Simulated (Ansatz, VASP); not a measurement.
## Two plane-wave programs on KTaO3

```
K Ta O
1.0
     3.68646    0.00000    0.00000
     0.00000    3.98536    0.00000
     0.00000    0.00000    3.98536
K Ta O
1 1 3
Direct
  0.50000 0.50000 0.50000
  0.00000 0.00000 0.00000
  0.50000 0.00000 0.00000
  0.00000 0.50000 0.00000
  0.00000 0.00000 0.50000
```

Change from the starting cell: normal strain along x -0.0750, normal strain along z +0.0000.

Alike in both runs: task single point; functional PBEsol; k mesh 8 × 8 × 8; occupations gaussian, width 0.05 eV; no spin polarisation.

```csv
,VASP,Ansatz
version,VASP 6.6.1,Ansatz 0.2.0
potentials or method,"VASP PAW PBE potentials, release 64 (K_sv, Ta_pv, O), cutoff 520 eV","scalar-relativistic, plane waves, PAW"
valence electrons in the cell,38,40
```

|  | VASP | Ansatz | Ansatz less VASP |
| --- | --- | --- | --- |
| gap on the k mesh at the Fermi level (eV) | 2.09 | 2.14 | +0.049 |
| least direct gap on the mesh (eV) | 2.55 | 2.60 | +0.048 |
| pressure (GPa) | 23.0 | 21.7 | -1.21 |
| traceless stress, the component that is largest in VASP (GPa) | 30.09 | 29.51 | -0.572 |

VASP's potentials were made for PBE, not for PBEsol. VASP's potentials hold 38 valence electrons a cell and Ansatz's 40, so a difference there can come from the potentials and not from the codes.

Neither program's run includes spin-orbit coupling.
